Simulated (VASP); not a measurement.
A run of VASP 6.6.1 is set up as follows.

Contents of INCAR:

```
PREC = Accurate ; ENCUT = 520
EDIFF = 1E-6 ; ISMEAR = -1
SIGMA = 0.02 ; LREAL = False
LASPH = True ; NELM = 60
ALGO = Normal ; ISIF = 2
LWAVE = False ; LCHARG = False
GGA = PE ; NBANDS = 55
```

KPOINTS

```
Automatic mesh
0
Gamma
  4 4 4
```

The input POSCAR:

```
In2O3
1.0
    2.7435000000      1.5839604635      4.8366666667
   -2.7435000000      1.5839604635      4.8366666667
    0.0000000000     -3.1679209270      4.8366666667
In O
4 6
Direct
    0.3579101274      0.3579101274      0.3579101274
    0.1420898726      0.1420898726      0.1420898726
    0.6420898726      0.6420898726      0.6420898726
    0.8579101274      0.8579101274      0.8579101274
    0.5459307774      0.9540692226      0.2500000000
    0.2500000000      0.5459307774      0.9540692226
    0.9540692226      0.2500000000      0.5459307774
    0.4540692226      0.0459307774      0.7500000000
    0.7500000000      0.4540692226      0.0459307774
    0.0459307774      0.7500000000      0.4540692226
```

Potentials or basis: VASP PAW PBE potentials, release 64 (In_d, O).

Launch:

```console
$ cat potpaw_PBE.64/In_d/POTCAR potpaw_PBE.64/O/POTCAR > POTCAR
$ mpirun -np 1 vasp_std > vasp.out
```

(1) Predict the pressure.

(2) Estimate the largest force.

(3) What does it give for the band gap on the k mesh?

## Answers

(1) 8.8 GPa.

(2) 0.024 eV/Å.

(3) 1.29 eV (least direct gap 1.31 eV).

Caveat: the cell stands under pressure; spin-orbit coupling is left out, which moves the levels of the heavy elements.
